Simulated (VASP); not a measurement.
# CuAu3 (Pm-3m) in VASP: notebook

Runs on CuAu3. Level: LDA. Tasks: electric field gradients.

All numbers are computed with VASP 6.6.1; they aren't measurements. Logs are shortened: lines on timing, memory, paths and dates and some standing lists are left out, and cuts for length are marked.

### Step 1. The cell of the first run

Symmetry: Pm-3m, No. 221, cubic system. The conventional cell has a = 3.899 Å, b = 3.899 Å, c = 3.899 Å, α = 90.00°, β = 90.00°, γ = 90.00°. Cu (site symmetry m-3m) has 12 Au at 2.76 Å within 3.6 Å. Within 3.6 Å of Au (site symmetry 4/mmm) lie 4 Cu at 2.76 Å and 8 Au at 2.76 Å.

### Step 2. Electric field gradients, LDA (14.82 Å³/atom)

Contents of INCAR:

```
  PREC = Accurate
  ENCUT = 520
  EDIFF = 1E-8
  ISMEAR = -1
  SIGMA = 0.05
  LREAL = False
  LASPH = True
  NELM = 60
  ALGO = Normal
  ISIF = 2
  LWAVE = False
  LCHARG = False
  LEFG = True
  NBANDS = 30
```

Contents of KPOINTS:

```
regular mesh
0
Gamma
  9 9 9
```

Contents of POSCAR:

```
CuAu3
1.0
    3.8987527127      0.0000000000      0.0000000000
    0.0000000000      3.8987527127      0.0000000000
    0.0000000000      0.0000000000      3.8987527127
Cu Au
1 3
Direct
    0.0000000000      0.0000000000      0.0000000000
    0.0000000000      0.5000000000      0.5000000000
    0.5000000000      0.0000000000      0.5000000000
    0.5000000000      0.5000000000      0.0000000000
```

Potentials or basis: VASP PAW LDA potentials, release 64 (Cu, Au).

On the command line:

```sh
cat potpaw_LDA.64/Cu/POTCAR potpaw_LDA.64/Au/POTCAR > POTCAR
mpirun -np 1 vasp_std > vasp.out
```

OUTCAR:

```text
PREC = Accurate
   ENCUT = 520
   EDIFF = 1E-8
   ISMEAR = -1
   LREAL = False
   LASPH = True
   NELM = 60
   ISIF = 2

 ion  position               nearest neighbor table
   1  0.000  0.000  0.000-   2 2.76   3 2.76   4 2.76   2 2.76   3 2.76   2 2.76   4 2.76   2 2.76
                             3 2.76   4 2.76   3 2.76   4 2.76
   2  0.000  0.500  0.500-   1 2.76   3 2.76   4 2.76   1 2.76   4 2.76   1 2.76   3 2.76   1 2.76
                             3 2.76   4 2.76   4 2.76   3 2.76
   3  0.500  0.000  0.500-   1 2.76   2 2.76   4 2.76   1 2.76   4 2.76   2 2.76   4 2.76   4 2.76
                             1 2.76   2 2.76   1 2.76   2 2.76
   4  0.500  0.500  0.000-   1 2.76   2 2.76   3 2.76   2 2.76   3 2.76   1 2.76   3 2.76   3 2.76
                             1 2.76   2 2.76   2 2.76   1 2.76

  LATTYP: Found a simple cubic cell.
 ALAT       =     3.8987527127

  Lattice vectors:

 A1 = (   3.8987527127,   0.0000000000,   0.0000000000)
 A2 = (   0.0000000000,   3.8987527127,   0.0000000000)
 A3 = (   0.0000000000,   0.0000000000,   3.8987527127)

Analysis of symmetry for initial positions (statically):
=====================================================================
 Subroutine PRICEL returns:
 Original cell was already a primitive cell.

 Routine SETGRP: Setting up the symmetry group for a
 simple cubic supercell.

 Subroutine GETGRP returns: Found 48 space group operations
 (whereof 48 operations were pure point group operations)
 out of a pool of 48 trial point group operations.

The static configuration has the point symmetry O_h .

Analysis of symmetry for dynamics (positions and initial velocities):
=====================================================================
 Subroutine PRICEL returns:
 Original cell was already a primitive cell.

 Routine SETGRP: Setting up the symmetry group for a
 simple cubic supercell.

 Subroutine GETGRP returns: Found 48 space group operations
 (whereof 48 operations were pure point group operations)
 out of a pool of 48 trial point group operations.

The dynamic configuration has the point symmetry O_h .

 Subroutine INISYM returns: Found 48 space group operations
 (whereof 48 operations are pure point group operations),
 and found     1 'primitive' translations

----------------------------------------------------------------------------------------

                                     Primitive cell

  volume of cell :      59.2621

  direct lattice vectors                    reciprocal lattice vectors
     3.898752713  0.000000000  0.000000000     0.256492287  0.000000000  0.000000000
     0.000000000  3.898752713  0.000000000     0.000000000  0.256492287  0.000000000
     0.000000000  0.000000000  3.898752713     0.000000000  0.000000000  0.256492287

  length of vectors
     3.898752713  3.898752713  3.898752713     0.256492287  0.256492287  0.256492287

  position of ions in fractional coordinates (direct lattice)
     0.000000000  0.000000000  0.000000000
     0.000000000  0.500000000  0.500000000
     0.500000000  0.000000000  0.500000000
     0.500000000  0.500000000  0.000000000

  ion indices of the primitive-cell ions
   primitive index   ion index
                 1           1
                 2           2
                 3           3
                 4           4

----------------------------------------------------------------------------------------

 KPOINTS: regular mesh

Automatic generation of k-mesh.
 Grid dimensions read from file:
 generate k-points for:    9    9    9

 Generating k-lattice:

  Cartesian coordinates                     Fractional coordinates (reciprocal lattice)
     0.028499143  0.000000000  0.000000000     0.111111111  0.000000000  0.000000000
     0.000000000  0.028499143  0.000000000     0.000000000  0.111111111  0.000000000
     0.000000000  0.000000000  0.028499143     0.000000000  0.000000000  0.111111111

  Length of vectors
     0.028499143  0.028499143  0.028499143

  Shift w.r.t. Gamma in fractional coordinates (k-lattice)
     0.000000000  0.000000000  0.000000000

 Subroutine IBZKPT returns following result:
 ===========================================

 Found     35 irreducible k-points:

 Following reciprocal coordinates:
            Coordinates               Weight
  0.000000  0.000000  0.000000      1.000000
  0.111111  0.000000  0.000000      6.000000
  0.222222  0.000000  0.000000      6.000000
  0.333333  0.000000  0.000000      6.000000
  0.444444  0.000000  0.000000      6.000000
  0.111111  0.111111  0.000000     12.000000
[... 16 lines left out ...]
  0.333333  0.333333  0.111111     24.000000
  0.444444  0.333333  0.111111     48.000000
 [... further k-points ...]
   k-points           NKPTS =     35   k-points in BZ     NKDIM =     35   number of bands    NBANDS=     30
   number of dos      NEDOS =    301   number of ions     NIONS =      4
   total plane-waves  NPLWV =  27000
   dimension x,y,z NGX =    30 NGY =   30 NGZ =   30
   dimension x,y,z NGXF=    60 NGYF=   60 NGZF=   60
   ions per type =               1   3
   NGX,Y,Z   is equivalent  to a cutoff of  12.79, 12.79, 12.79 a.u.
   NGXF,Y,Z  is equivalent  to a cutoff of  25.58, 25.58, 25.58 a.u.
 SYSTEM =  unknown system
   PREC   = accura    normal or accurate (medium, high low for compatibility)
   ISTART =      0    job   : 0-new  1-cont  2-samecut
   ICHARG =      2    charge: 1-file 2-atom 10-const
   ISPIN  =      1    spin polarized calculation?
   LNONCOLLINEAR =      F non collinear calculations
   LSORBIT =      F    spin-orbit coupling
   LASPH  =      T    aspherical Exc in radial PAW
   ENCUT  =  520.0 eV  38.22 Ry    6.18 a.u.   7.25  7.25  7.25*2*pi/ulx,y,z
   NELM   =     60;   NELMIN=  2; NELMDL= -5     # of ELM steps
   EDIFF  = 0.1E-07   stopping-criterion for ELM
   LREAL  =      F    real-space projection
   EDIFFG = 0.1E-06   stopping-criterion for IOM
   NSW    =      0    number of steps for IOM
   IBRION =     -1    ionic relax: 0-MD 1-quasi-New 2-CG
   NFREE  =      0    steps in history (QN), initial steepest desc. (CG)
   ISIF   =      2    stress and relaxation
   ISYM   =      2    0-nonsym 1-usesym 2-fastsym
   POTIM  = 0.5000    time-step for ionic-motion
   TEBEG  =    0.0;   TEEND  =   0.0 temperature during run
   PSTRESS=    0.0 pullay stress
   NELECT =      44.0000    total number of electrons
   NUPDOWN=      -1.0000    fix difference up-down
   EMIN   =  10.00;   EMAX   =-10.00  energy-range for DOS
   EFERMI =   0.00;   METHOD = LEGACY
   ISMEAR =    -1;   SIGMA  =   0.05  broadening in eV -4-tet -1-fermi 0-gaus
   EFERMI_NEDOS =   21; number of points for ismear=-14 and -15
   IALGO  =     38    algorithm
   IMIX   =      4    mixing-type and parameters
     AMIX     =   0.40;   BMIX     =  1.00
     AMIX_MAG =   1.60;   BMIX_MAG =  1.00
  volume/ion in A,a.u.               =      14.82        99.98
  Fermi-wavevector in a.u.,A,eV,Ry     =   1.482404  2.801338 29.899114  2.197523
  Thomas-Fermi vector in A             =   2.596195
   LORBIT       =      0    0 simple, 1 ext, 2 COOP (PROOUT), +10 PAW based schemes
   GGA     = CA    functional components
   LHFCALC =     F    Hartree Fock is set to
   AEXX    =    0.0000 exact exchange contribution
   IVDW    =     0    specifies the selected vdW correction
   LEPSILON=     F    determine dielectric tensor
   LRPA    =     F    only Hartree local field effects (RPA)
 non-spin polarized calculation
  energy-cutoff  :      520.00
  volume of cell :       59.26
 maximum number of plane-waves:      1608
 NGX is ok and might be reduce to    30
   NGX = 15   NGY = 15   NGZ = 15

 number of electron      43.9999995 magnetization

 Free energy of the ion-electron system (eV)
  ---------------------------------------------------
  ext. energy  EPLUGINS =         0.00000000
  ---------------------------------------------------
  free energy    TOTEN  =       -18.10140840 eV

  energy without entropy =      -18.09236724  energy(sigma->0) =      -18.09688782

 E-fermi :  10.0983     XC(G=0): -13.3488

 val. band max:       10.0866252573   @ k =   0.4444   0.4444   0.1111
 cond. band min:      10.1049082970   @ k =   0.3333   0.3333   0.2222
 fundamental gap:      0.0182830397
 Fermi energy:        10.0982552168

 k-point     1 :       0.0000    0.0000    0.0000
  band No.  band energies     occupation
      1      -0.5713      2.00000
      2       1.8999      2.00000
      3       2.8026      2.00000
      4       2.8026      2.00000
      5       2.8026      2.00000
      6       2.9367      2.00000
[... 22 lines left out ...]
     29      19.9058      0.00000
     30      19.9058      0.00000

 k-point     2 :       0.1111    0.0000    0.0000
  band No.  band energies     occupation
      1      -0.4168      2.00000
      2       1.9964      2.00000
      3       2.8463      2.00000
      4       2.8873      2.00000
      5       2.8873      2.00000
      6       2.9643      2.00000
[... 22 lines left out ...]
     29      19.9426      0.00000
     30      20.0237      0.00000

 k-point     3 :       0.2222    0.0000    0.0000
  band No.  band energies     occupation
      1       0.0323      2.00000
      2       2.2633      2.00000
      3       2.9672      2.00000
      4       3.0239      2.00000
      5       3.1379      2.00000
      6       3.1379      2.00000
[... 22 lines left out ...]
     29      19.9268      0.00000
     30      20.0673      0.00000

 k-point     4 :       0.3333    0.0000    0.0000
  band No.  band energies     occupation
      1       0.7172      2.00000
      2       2.6083      2.00000
      3       3.0462      2.00000
      4       3.1293      2.00000
      5       3.5396      2.00000
      6       3.5396      2.00000
[... 616 lines left out ...]
     29      20.5399      0.00000
     30      21.7767      0.00000

 k-point    23 :       0.3333    0.3333    0.1111
  band No.  band energies     occupation
      1       1.7969      2.00000
      2       3.1804      2.00000
      3       3.4151      2.00000
      4       3.5414      2.00000
      5       3.7636      2.00000
      6       4.2842      2.00000
[... 22 lines left out ...]
     29      21.5636      0.00000
     30      22.0273      0.00000

 k-point    24 :       0.4444    0.3333    0.1111
  band No.  band energies     occupation
      1       2.3442      2.00000
      2       3.0547      2.00000
      3       3.3567      2.00000
      4       3.6936      2.00000
      5       3.9822      2.00000
      6       4.2523      2.00000
[... 22 lines left out ...]
     29      20.4048      0.00000
     30      21.3647      0.00000

 [... further k-points ...]

------------------------ aborting loop because EDIFF is reached ----------------------------------------

  FORCE on cell =-STRESS in cart. coord.  units (eV):
  Direction    XX          YY          ZZ          XY          YZ          ZX
  --------------------------------------------------------------------------------------
  -------------------------------------------------------------------------------------
  Total        2.5136262      2.5136262      2.5136262      0.0000000      0.0000000     -0.0000000
  in kB       67.9570009     67.9570009     67.9570009      0.0000000      0.0000000     -0.0000000
  external PRESSURE =      67.9570009 kB  Pullay stress =       0.0000000 kB

 VOLUME and BASIS-vectors are now :
 -----------------------------------------------------------------------------
  energy-cutoff  :      520.00
  volume of cell :       59.26
      direct lattice vectors                 reciprocal lattice vectors
     3.898752713  0.000000000  0.000000000     0.256492287  0.000000000  0.000000000
     0.000000000  3.898752713  0.000000000     0.000000000  0.256492287  0.000000000
     0.000000000  0.000000000  3.898752713     0.000000000  0.000000000  0.256492287

 POSITION                                       TOTAL-FORCE (eV/Angst)
 -----------------------------------------------------------------------------------
      0.00000      0.00000      0.00000         0.000000      0.000000      0.000000
      0.00000      1.94938      1.94938         0.000000      0.000000      0.000000
      1.94938      0.00000      1.94938         0.000000      0.000000      0.000000
      1.94938      1.94938      0.00000         0.000000      0.000000      0.000000
 -----------------------------------------------------------------------------------
    total drift:                                0.000000      0.000000     -0.000000

  FREE ENERGIE OF THE ION-ELECTRON SYSTEM (eV)
  ---------------------------------------------------
  free  energy   TOTEN  =       -18.1014083962 eV

  energy  without entropy=      -18.0923672444  energy(sigma->0) =      -18.09688782

 Electric field gradients (V/A^2)
---------------------------------------------------------------------
 ion       V_xx      V_yy      V_zz      V_xy      V_xz      V_yz
---------------------------------------------------------------------
   1      -0.000    -0.000     0.000    -0.000     0.000    -0.000
   2     -88.316    44.158    44.158     0.000     0.000    -0.000
   3      44.158   -88.316    44.158     0.000     0.000     0.000
   4      44.158    44.158   -88.316     0.000     0.000     0.000
---------------------------------------------------------------------

 Electric field gradients after diagonalization (V/A^2)
 (convention: |V_zz| > |V_xx| > |V_yy|)
----------------------------------------------------------------------
 ion       V_xx      V_yy      V_zz     asymmetry (V_yy - V_xx)/ V_zz
----------------------------------------------------------------------
   1      -0.000    -0.000     0.000       0.085
   2      44.158    44.158   -88.316       0.000
   3      44.158    44.158   -88.316       0.000
   4      44.158    44.158   -88.316       0.000
----------------------------------------------------------------------

           NMR quadrupolar parameters

 Cq : quadrupolar parameter    Cq=e*Q*V_zz/h
 eta: asymmetry parameters     (V_yy - V_xx)/ V_zz
 Q  : nuclear electric quadrupole moment in mb (millibarn)
----------------------------------------------------------------------
 ion       Cq(MHz)       eta       Q (mb)
----------------------------------------------------------------------
   1       0.000       0.085       1.000
   2      -0.214       0.000       1.000
   3      -0.214       0.000       1.000
   4      -0.214       0.000       1.000
----------------------------------------------------------------------
```

Run time: 33 s. Hardware: 1 thread of AMD EPYC 9R45 (Zen 5), shared host; peak memory 0.15 GiB.

What came out:

```
Free energy                             : -18.1014 eV
Pressure                                : 6.8 GPa
Band gap on the k mesh                  : zero (bands 22 and 23 overlap by 1.67 eV)
Largest electric field gradient by atom : Cu -0.0; Au -88.3 V/Å²
```

Levels at points of the mesh, in eV from the Fermi level:
| k point | band 18 | band 19 | band 20 | band 21 | band 22 | band 23 | band 24 | band 25 | band 26 | band 27 |
| --- | --- | --- | --- | --- | --- | --- | --- | --- | --- | --- |
| (0.00, 0.00, 0.00) | -1.61 | -1.56 | -1.56 | -1.56 | 0.78 | 0.78 | 0.78 | 6.44 | 6.44 | 7.21 |

Electric field gradients, principal values (V/Å²):
```csv
atom,least,middle,greatest (by size)
1 Cu,0.000,0.000,0.000
2 Au,44.158,44.158,-88.316
3 Au,44.158,44.158,-88.316
4 Au,44.158,44.158,-88.316
```

Caveat: the cell stands under pressure; without QUAD_EFG the Cq values of the log hold for a quadrupole moment of 1 mb, not for the nuclei; spin-orbit coupling is left out, which moves the levels of the heavy elements.

(Continued in part 2 of 4.)
